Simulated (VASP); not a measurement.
Write the native input for VASP 6.6.1 that does the following.

* Task: single point
* Functional: PBE
* Potentials or basis: VASP PAW PBE potentials, release 64 (Mg, Cd, O)
* Cutoff: 520 eV
* k mesh: 6 × 6 × 1
* Occupations: gaussian, width 0.1 eV
* Spin: no spin polarisation
* Dipole correction: no
* Further INCAR settings: ALGO = Normal; EDIFF = 1e-06; NBANDS = 56

The structure of MgCd2O3 lies in POSCAR:

```
MgCd2O3
1.0
    3.2389468508      0.0012993309      0.0019916404
   -1.6183236376      2.8011846623     -0.0036797169
    0.0099955316     -0.0155019990     16.1835073341
Mg Cd O
2 4 6
Direct
    0.0000936271      0.0000045328      0.2499919014
   -0.0000629980      0.0000331523      0.7500035878
    0.6665896715      0.3331821447      0.4115975782
    0.6664660329      0.3331594505      0.9116071236
    0.3335506203      0.6668521399      0.0884008869
    0.3334072327      0.6668390344      0.5884055313
    0.3330877554      0.6668763746      0.3207485890
    0.3327657587      0.6666110558      0.8207811942
    0.6671479029      0.3332626561      0.1792137014
    0.6668580563      0.3332056832      0.6792387158
    0.0000609048      0.0000815565      0.0000167803
    0.0000354354     -0.0001077807      0.4999944099
```

One way to write it, as run:

INCAR

```
SYSTEM = MgCd2O3
PREC = Accurate
ENCUT = 520
EDIFF = 1E-6
ISMEAR = 0
SIGMA = 0.1
LREAL = .FALSE.
LASPH = .TRUE.
NELM = 80
ALGO = Normal
ISIF = 2
LWAVE = .FALSE.
LCHARG = .FALSE.
GGA = PE
NBANDS = 56
```

KPOINTS

```
Automatic mesh
0
G
  6 6 1
  0 0 0
```

Potentials or basis: VASP PAW PBE potentials, release 64 (Mg, Cd, O).

Command:

```console
$ cat potpaw_PBE.64/Mg/POTCAR potpaw_PBE.64/Cd/POTCAR potpaw_PBE.64/O/POTCAR > POTCAR
$ mpirun -np 1 vasp_std > vasp.out
```

It gave:

- Pressure: 0.8 GPa
- Largest force: 0.119 eV/Å
- Band gap on the k mesh: 0.58 eV

Caveat: semilocal functionals underestimate gaps, and a narrow one can read as zero.

Run time: 3.1 min on 1 thread of Oxide Virtual Turin-like Processor, on a shared host, peak memory 0.29 GiB.
